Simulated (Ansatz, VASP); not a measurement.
Two plane-wave programs on Al2GaAs3

```xyz
6
Lattice="-2.0292 2.0292 8.5791 2.0292 -2.0292 8.5791 2.0292 2.0292 -8.5791" Properties=species:S:1:pos:R:3 pbc="T T T"
Al    0.0000    0.0000   14.2966
Al    0.0000    0.0000    2.8617
Ga    0.0000    0.0000    8.5791
As    0.0000    2.0292    1.4398
As    2.0292    0.0000    4.2896
As    0.0000    2.0292    7.1394
```

Alike in both runs: functional PBE; k mesh 6 × 6 × 6; occupations gaussian, width 0.1 eV; no spin polarisation.

Ansatz relaxed the structure, and its values are those at the end. VASP's run is a single point on that final structure, the one shown.

|  | VASP | Ansatz |
| --- | --- | --- |
| version | VASP 6.6.1 | Ansatz 0.2.0 |
| potentials or method | VASP PAW PBE potentials, release 64 (Al, Ga_d, As), cutoff 500 eV | scalar-relativistic, plane waves, PAW |
| valence electrons in the cell | 34 | 64 |

```csv
,VASP,Ansatz,Ansatz less VASP
gap on the k mesh at the Fermi level (eV),1.12,1.12,-0.002
least direct gap on the mesh (eV),1.12,1.12,-0.002
pressure (GPa),0.2,0.1,-0.15
```

VASP's potentials hold 34 valence electrons a cell and Ansatz's 64, so a difference there can come from the potentials and not from the codes.
